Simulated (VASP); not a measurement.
Wanted: the native input for a VASP 6.6.1 run.

| Quantity | Value |
| --- | --- |
| Task | single point |
| Functional | PBE |
| Potentials or basis | VASP PAW PBE potentials, release 64 (Y_sv, N) |
| Cutoff | 600 eV |
| k mesh | 6 × 6 × 6 |
| Occupations | gaussian, width 0.1 eV |
| Spin | no spin polarisation |
| Dipole correction | no |
| Further INCAR settings | ALGO = Normal; EDIFF = 1e-06; NBANDS = 15 |

The structure of YN lies in POSCAR:

```
YN
1.0
    0.0000000000      2.4483614000      2.4483614000
    2.4483614000      0.0000000000      2.4483614000
    2.4483614000      2.4483614000      0.0000000000
Y N
1 1
Direct
    0.0000000000      0.0000000000      0.0000000000
    0.5000000000      0.5000000000      0.5000000000
```

The input as run:

INCAR

```
SYSTEM = YN
PREC     = Accurate       ! precision mode
ENCUT    = 600            ! plane-wave cutoff, eV
EDIFF    = 1E-6           ! SCF threshold, eV
ISMEAR   = 0              ! smearing method
SIGMA    = 0.1            ! smearing width, eV
LREAL    = .False.        ! projectors in reciprocal space
LASPH    = .True.         ! aspherical terms in the spheres
NELM     = 120            ! most SCF steps
ALGO     = Normal         ! electronic algorithm
ISIF     = 2              ! what is computed and relaxed
LWAVE    = .False.        ! write WAVECAR
LCHARG   = .False.        ! write CHGCAR
GGA      = PE             ! functional
NBANDS   = 15             ! bands
GGA_COMPAT= .False.
```

KPOINTS

```
Automatic mesh
0
Gamma
  6 6 6
  0 0 0
```

Potentials or basis: VASP PAW PBE potentials, release 64 (Y_sv, N).

Launch:

```sh
$ cat potpaw_PBE.64/Y_sv/POTCAR potpaw_PBE.64/N/POTCAR > POTCAR
$ mpirun -np 1 vasp_std > vasp.out
```

It gave:

The pressure is 0.8 GPa and the band gap on the k mesh is 0.19 eV, indirect (least direct gap 0.58 eV).

It took 7.8 s on 1 thread of Intel(R) Xeon(R) 6975P-C (Granite Rapids) (shared host), peak memory 0.17 GiB.
